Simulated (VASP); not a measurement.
# Al48N49 (a cell with a defect) in VASP: a series of runs, part 2 of 2

VASP 6.6.1. The steps go on from the part before.

**3. Single point, PBEsol**

INCAR

```
PREC = Accurate
ENCUT = 520
EDIFF = 1E-6
ISMEAR = -1
SIGMA = 0.05
LREAL = Auto
LASPH = True
NELM = 120
ALGO = Normal
ISIF = 2
LWAVE = False
LCHARG = False
GGA = PS
NBANDS = 248
NELECT = 392.0
ISYM = -1
GGA_COMPAT = False
```

KPOINTS

```
explicit points
1
Reciprocal
  0.25000000   0.25000000   0.25000000 1
```

POSCAR

```
Al48N49
1.0
    9.3414480000      0.0000000000      0.0000000000
    0.0000000000     10.7865750000      0.0000000000
    0.0000000000      0.0000000000      9.9670570000
Al N
48 49
Direct
    0.1669320000      0.0826320000      0.2514440000
    0.1669060000      0.0742850000      0.7499290000
    0.9974470000      0.3351080000      0.2517040000
    0.0144680000      0.3241560000      0.7564070000
    0.5010760000      0.0835200000      0.2502450000
    0.4988990000      0.0902780000      0.7476990000
    0.3364320000      0.3350890000      0.2517490000
    0.3194060000      0.3241330000      0.7563630000
    0.1669630000      0.5843490000      0.2479910000
    0.1668760000      0.5805060000      0.7444830000
    0.0000800000      0.8318270000      0.2485320000
    0.9960440000      0.8295000000      0.7462720000
    0.8327830000      0.0835050000      0.2502380000
    0.8350020000      0.0902990000      0.7477090000
    0.6669600000      0.3335110000      0.2440440000
    0.6669530000      0.3485290000      0.7365440000
    0.5004900000      0.5833220000      0.2428400000
    0.5162830000      0.5755560000      0.7353020000
    0.3337950000      0.8318240000      0.2485410000
    0.3378180000      0.8294990000      0.7462660000
    0.8333310000      0.5833460000      0.2427610000
    0.8175040000      0.5755730000      0.7352920000
    0.6669350000      0.8304250000      0.2496250000
    0.6669370000      0.8535170000      0.7554400000
    0.9997060000      0.1691190000      0.4996110000
    0.0018580000      0.1650380000      0.0028770000
    0.3341650000      0.1690810000      0.4996350000
    0.3320540000      0.1650460000      0.0028470000
    0.1669560000      0.4154050000      0.4984650000
    0.1669670000      0.4169060000      0.0041580000
    0.9993480000      0.6654990000      0.4963610000
    0.9983580000      0.6645590000      0.9925020000
    0.6669490000      0.1672650000      0.4973660000
    0.6669550000      0.1692060000      0.9950340000
    0.5137560000      0.4234110000      0.5128140000
    0.4994970000      0.4157810000      0.9899500000
    0.3344710000      0.6654920000      0.4964070000
    0.3355580000      0.6645510000      0.9924690000
    0.1669410000      0.9161620000      0.4994720000
    0.1669610000      0.9131060000      0.9984750000
    0.8202030000      0.4234510000      0.5128520000
    0.8344330000      0.4157940000      0.9898530000
    0.6669430000      0.6544930000      0.5126130000
    0.6669500000      0.6688300000      0.9880600000
    0.5021100000      0.9150790000      0.4991820000
    0.4989920000      0.9191250000      0.0008550000
    0.8317860000      0.9150810000      0.4991810000
    0.8349150000      0.9191140000      0.0008410000
    0.0005520000      0.1658680000      0.1927510000
    0.0070870000      0.1610070000      0.6904080000
    0.3333110000      0.1658800000      0.1927220000
    0.3268070000      0.1609160000      0.6904360000
    0.1669640000      0.4173060000      0.1934650000
    0.1669390000      0.4143380000      0.6890870000
    0.0016730000      0.6672860000      0.1834730000
    0.9970150000      0.6635720000      0.6868530000
    0.6669380000      0.1647240000      0.1856680000
    0.6669660000      0.1704000000      0.6881170000
    0.4999270000      0.4162470000      0.1827210000
    0.4745020000      0.4000820000      0.7047550000
    0.3321900000      0.6672970000      0.1834630000
    0.3368290000      0.6635340000      0.6869120000
    0.1669340000      0.9160070000      0.1895680000
    0.1669560000      0.9096420000      0.6900020000
    0.8339760000      0.4162550000      0.1826730000
    0.8593970000      0.4002340000      0.7050310000
    0.6668820000      0.6674170000      0.1812400000
    0.6669410000      0.6981240000      0.7052050000
    0.4992920000      0.9169010000      0.1911090000
    0.4968000000      0.9250240000      0.6898580000
    0.8345640000      0.9168840000      0.1910880000
    0.8371210000      0.9250210000      0.6898720000
    0.1669190000      0.0831590000      0.4409860000
    0.1669230000      0.0795850000      0.9418690000
    0.9969510000      0.3348520000      0.4409450000
    0.0063240000      0.3292590000      0.9466580000
    0.4997880000      0.0822040000      0.4400880000
    0.4987510000      0.0852430000      0.9396640000
    0.3368910000      0.3347690000      0.4409460000
    0.3275650000      0.3292770000      0.9466240000
    0.1669070000      0.5837250000      0.4384230000
    0.1669200000      0.5816810000      0.9367220000
    0.0009020000      0.8339740000      0.4391400000
    0.9990300000      0.8330170000      0.9381200000
    0.8340880000      0.0821940000      0.4400780000
    0.8351320000      0.0852460000      0.9396770000
    0.6669620000      0.3265980000      0.4298040000
    0.6669260000      0.3337060000      0.9351890000
    0.4940360000      0.5868640000      0.4284250000
    0.5013200000      0.5826010000      0.9336790000
    0.3329620000      0.8339700000      0.4391640000
    0.3348560000      0.8330060000      0.9381090000
    0.8397230000      0.5869150000      0.4283320000
    0.8325670000      0.5826710000      0.9337160000
    0.6669280000      0.8305660000      0.4397350000
    0.6669240000      0.8421130000      0.9455010000
    0.6669690000      0.5025560000      0.6139590000
```

Potentials or basis: VASP PAW PBE potentials, release 64 (Al, N).

Command:

```console
$ cat potpaw_PBE.64/Al/POTCAR potpaw_PBE.64/N/POTCAR > POTCAR
$ mpirun -np 1 vasp_std > vasp.out
```

Run time: 14 min. Hardware: 1 thread of Intel Xeon Platinum 8375C at 2.90GHz (Ice Lake), shared host; peak memory 0.9 GiB.

It converged, with:

| Property | Result |
| --- | --- |
| Free energy | -729.1621 eV |
| Largest force | 0.042 eV/Å |

Forces on the atoms (eV/Å):
```
Al   0.005  0.009  0.003
Al  -0.002 -0.002  0.004
Al  -0.001  0.001 -0.002
Al   0.027 -0.032  0.005
Al  -0.003  0.005  0.002
Al   0.005  0.006  0.005
Al   0.002  0.008 -0.001
Al  -0.028 -0.027  0.004
Al   0.000  0.001 -0.002
Al   0.003 -0.010 -0.004
Al  -0.003  0.002  0.007
Al   0.001 -0.001 -0.006
Al  -0.007  0.004  0.003
Al  -0.001  0.000  0.003
Al   0.000  0.006 -0.004
Al   0.001 -0.005 -0.005
Al   0.001 -0.004 -0.007
Al  -0.003 -0.006 -0.005
Al  -0.006  0.004  0.000
Al   0.003 -0.001 -0.006
Al  -0.006 -0.002 -0.004
Al   0.002 -0.009 -0.006
Al   0.004 -0.004 -0.002
Al   0.002  0.036  0.004
Al   0.000 -0.005  0.003
Al  -0.003 -0.004 -0.001
Al   0.001 -0.005  0.001
Al  -0.005 -0.007  0.001
Al   0.006 -0.003  0.000
Al   0.000  0.003 -0.002
Al   0.005  0.005 -0.004
Al  -0.003  0.001 -0.008
Al   0.004 -0.006 -0.003
Al   0.001  0.007 -0.009
Al   0.002 -0.006 -0.002
Al  -0.005 -0.003 -0.014
Al  -0.007  0.004 -0.006
Al  -0.002 -0.004 -0.007
Al   0.004  0.005  0.002
Al  -0.004  0.002 -0.007
Al   0.000  0.004 -0.005
Al   0.000 -0.007 -0.008
Al   0.006  0.001 -0.007
Al   0.004  0.006 -0.015
Al  -0.007  0.001 -0.002
Al  -0.003  0.006 -0.009
Al   0.002 -0.001 -0.002
Al   0.002  0.005 -0.003
N    0.001  0.001  0.002
N   -0.001  0.011  0.004
N    0.000  0.000  0.002
N   -0.001  0.012  0.003
N    0.001 -0.001  0.003
N   -0.002  0.006  0.002
N    0.004  0.001  0.003
N   -0.001  0.000  0.003
N    0.000 -0.002  0.001
N   -0.001  0.005  0.002
N    0.000  0.001  0.006
N    0.031  0.020 -0.011
N    0.001  0.000  0.003
N   -0.001 -0.001  0.004
N    0.001 -0.001  0.001
N   -0.001 -0.001  0.001
N    0.000  0.002  0.006
N   -0.029  0.018 -0.009
N    0.002  0.000  0.009
N   -0.001 -0.025 -0.009
N    0.001 -0.003  0.002
N    0.004 -0.007  0.002
N    0.001 -0.002  0.001
N   -0.005 -0.007  0.002
N   -0.001 -0.001  0.002
N    0.002  0.000  0.000
N   -0.002  0.003  0.002
N   -0.004  0.007 -0.001
N   -0.001 -0.002  0.003
N    0.000 -0.003  0.004
N    0.000  0.004  0.003
N    0.006  0.006  0.000
N    0.000  0.002  0.001
N    0.001 -0.003  0.008
N   -0.003 -0.003  0.001
N    0.001  0.001  0.006
N   -0.001  0.000  0.004
N    0.001 -0.003  0.003
N   -0.001  0.001  0.006
N    0.000  0.000  0.001
N    0.003  0.000  0.008
N    0.000  0.002  0.003
N    0.004 -0.004  0.001
N    0.003  0.001  0.006
N   -0.005  0.000  0.008
N    0.001  0.002  0.003
N    0.000 -0.004  0.004
N    0.002 -0.012  0.003
N   -0.001 -0.001  0.006
```

Levels at points of the mesh, in eV from the Fermi level:
```
           k point  band 193  band 194  band 195  band 196  band 197  band 198  band 199  band 200
(0.25, 0.25, 0.25)     -2.84     -1.69     -1.35     -1.23      1.77      2.00      2.10      2.16
```

Caveat: the cell carries a net charge on a neutralising background, which shifts energy and pressure; the cell is charged against a uniform background, so pressure and absolute levels hang on convention; the PAW data sets were made with another functional, which shifts forces and pressure a little.
